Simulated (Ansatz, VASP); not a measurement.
Two plane-wave programs on TeW

The input INCAR:

```
PREC = Accurate
ENCUT = 600
EDIFF = 1E-6
ISMEAR = 0
SIGMA = 0.1
LREAL = False
LASPH = True
NELM = 60
ALGO = Normal
ISIF = 3
LWAVE = False
LCHARG = False
GGA = PE
IBRION = 2
NSW = 90
EDIFFG = -0.04
```

File KPOINTS:

```
Automatic mesh
0
Gamma
  6 6 4
```

The input POSCAR:

```
TeW
1.0
    4.2648891107      0.0000000000      0.0000000000
   -2.1324445553      3.6935023142      0.0000000000
    0.0000000000      0.0000000000      6.8300728350
Te W
2 2
Direct
    0.3333333333      0.6666666667      0.0000000000
    0.6666666667      0.3333333333      0.5000000000
    0.3333333333      0.6666666667      0.3821000000
    0.6666666667      0.3333333333      0.8821000000
```

Input for Ansatz:

```yaml
crystal:
  lattice:
    - [4.2648891107, 0.0, 0.0]
    - [-2.1324445553, 3.6935023142, 0.0]
    - [0.0, 0.0, 6.830072835]
  atoms:
    - { symbol: Te, position: [0.3333333333, 0.6666666667, 0.0] }
    - { symbol: Te, position: [0.6666666667, 0.3333333333, 0.5] }
    - { symbol: W, position: [0.3333333333, 0.6666666667, 0.3821] }
    - { symbol: W, position: [0.6666666667, 0.3333333333, 0.8821] }
basis:
  ecutwfc: 420
kpoints:
  mp_grid: { grid: [6, 6, 4] }
hamiltonian:
  xc: pbe
scf:
  occupations: { method: gaussian, width: 0.1 }
  lower_state_search: "off"
output:
  forces: true
  stress: true
  eigenvalues: true
relax:
  adjacent_minimum: "off"
  f_tol: 0.04
  max_steps: 70
  cell: { stress_tol: 0.4 }
```

Alike in both runs: task relaxation of cell and atoms; functional PBE; k mesh 6 × 6 × 4; occupations gaussian, width 0.1 eV; no spin polarisation.

|  | VASP | Ansatz |
| --- | --- | --- |
| version | VASP 6.6.1 | Ansatz 0.2.0 |
| potentials or method | VASP PAW PBE potentials, release 64 (Te, W_sv), cutoff 600 eV | scalar-relativistic, plane waves, PAW |
| valence electrons in the cell | 40 | 60 |

|  | VASP | Ansatz | Ansatz less VASP |
| --- | --- | --- | --- |
| gap on the k mesh at the Fermi level, each at its own relaxed structure (eV) | none | none | - |
| relaxed volume (Å³/atom) | 28.40 | 28.42 | +0.022 |
| relaxed cell length with the largest relative difference (Å) | 6.799 | 6.847 | +0.0477 |

A gap of «none» marks a metal or a gap that the smearing closes. VASP's potentials hold 40 valence electrons a cell and Ansatz's 60, so a difference there can come from the potentials and not from the codes.

Neither program's run includes spin-orbit coupling.
